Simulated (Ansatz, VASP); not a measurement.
AlHCl4 in VASP and in Ansatz

```
Al H Cl
1.0
     4.04331    0.00000    0.00000
     0.00000    4.04331    0.00000
     0.00000    0.00000    6.86825
Al H Cl
1 1 4
Cartesian
  2.0217 2.0217 3.4341
  0.0000 0.0000 0.0000
  0.0000 0.0000 4.1561
  2.0217 2.0217 0.7229
  2.0217 2.0217 6.1453
  0.0000 0.0000 2.7122
```

Change from the starting cell: species swapped into the DyHoC4 type (P4/mmm, No. 123).

Alike in both runs: task relaxation of cell and atoms; functional PBE; k mesh 4 × 4 × 4; occupations gaussian, width 0.1 eV; no spin polarisation.

```csv
,VASP,Ansatz
version,VASP 6.6.1,Ansatz 0.2.0
potentials or method,"VASP PAW PBE potentials, release 64 (Al, H, Cl), cutoff 600 eV","scalar-relativistic, plane waves, PAW"
valence electrons in the cell,32,32
```

```csv
,VASP,Ansatz,Ansatz less VASP
"gap on the k mesh at the Fermi level, each at its own relaxed structure (eV)",1.26,1.26,+0.001
relaxed volume (Å³/atom),31.82,31.49,-0.339
relaxed length of the cell vector where the two differ most in proportion (Å),5.211,5.187,-0.0236
```

Noted on VASP's run: the volume moved by over 15 % at a fixed basis, so the end points are rough.
